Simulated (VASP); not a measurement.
BeTe: single point with PBE

BeTe:

```
Be Te
1.0
     0.00000    2.82631    2.82631
     2.82631    0.00000    2.82631
     2.82631    2.82631    0.00000
Be Te
1 1
Cartesian
  0.0000 0.0000 0.0000
  4.2395 4.2395 4.2395
```

This cell differs from its parent crystal: strained.

```json
{
 "Program": "VASP 6.6.1",
 "Task": "single point",
 "Functional": "PBE",
 "Potentials or basis": "VASP PAW PBE potentials, release 64 (Be, Te)",
 "Cutoff": "600 eV",
 "k mesh": "8 × 8 × 8",
 "Occupations": "gaussian, width 0.02 eV",
 "Spin": "no spin polarisation"
}
```

```yaml
Pressure: 0.5 GPa
Band_gap_on_the_k_mesh: 2.00 eV, indirect (least direct gap 3.62 eV)
```

Levels at points of the mesh, in eV from the valence-band top:
```tsv
k point	band 1	band 2	band 3	band 4	band 5	band 6	band 7	band 8	band 9
(0.00, 0.00, 0.00)	-12.23	0.00	0.00	0.00	3.62	3.62	3.62	3.74	8.30
(0.50, 0.00, 0.00)	-10.91	-5.47	-1.11	-1.11	3.05	4.59	4.59	7.82	10.89
(0.50, 0.50, 0.00)	-10.43	-5.06	-2.60	-2.60	2.00	2.68	9.64	9.64	11.48
```

It took 31 s on 1 thread of AMD EPYC 7R43 64-Core Processor (Zen 3), with other jobs on the host, peak memory 0.15 GiB.

Caveat: the cell differs from its parent crystal (strained); spin-orbit coupling is left out, which moves the levels of the heavy elements. A k mesh can miss the band edges.
